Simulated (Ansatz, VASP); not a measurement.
## Na7H: VASP beside Ansatz

```xyz
8
Lattice="-4.0205 4.0205 4.0205 4.0205 -4.0205 4.0205 4.0205 4.0205 -4.0205" Properties=species:S:1:pos:R:3 pbc="T T T"
Na    4.0205    0.0000    0.0000
Na    0.0000    4.0205    0.0000
Na    0.0000    0.0000    4.0205
Na    1.3624    1.3624    1.3624
Na    2.6581    2.6581   -2.6581
Na    2.6581   -2.6581    2.6581
Na   -2.6581    2.6581    2.6581
H     0.0000    0.0000    0.0000
```

Alike in both runs: functional PBE; k mesh 4 × 4 × 4; occupations gaussian, width 0.1 eV; no spin polarisation.

Ansatz relaxed the structure, and its values are those at the end. VASP's run is a single point on that final structure, the one shown.

|  | VASP | Ansatz |
| --- | --- | --- |
| version | VASP 6.6.1 | Ansatz 0.2.0 |
| potentials or method | VASP PAW PBE potentials, release 64 (Na_pv, H), cutoff 520 eV | scalar-relativistic, plane waves, PAW |
| valence electrons in the cell | 50 | 64 |

|  | VASP | Ansatz | Ansatz less VASP |
| --- | --- | --- | --- |
| gap on the k mesh at the Fermi level (eV) | none | none | - |
| pressure (GPa) | 0.0 | 0.1 | 0.00 |
| rms of the force components (eV/Å) | 0.022 | 0.023 | +0.0007 |

A gap of «none» marks a metal or a gap that the smearing closes. VASP's potentials hold 50 valence electrons a cell and Ansatz's 64, so a difference there can come from the potentials and not from the codes.
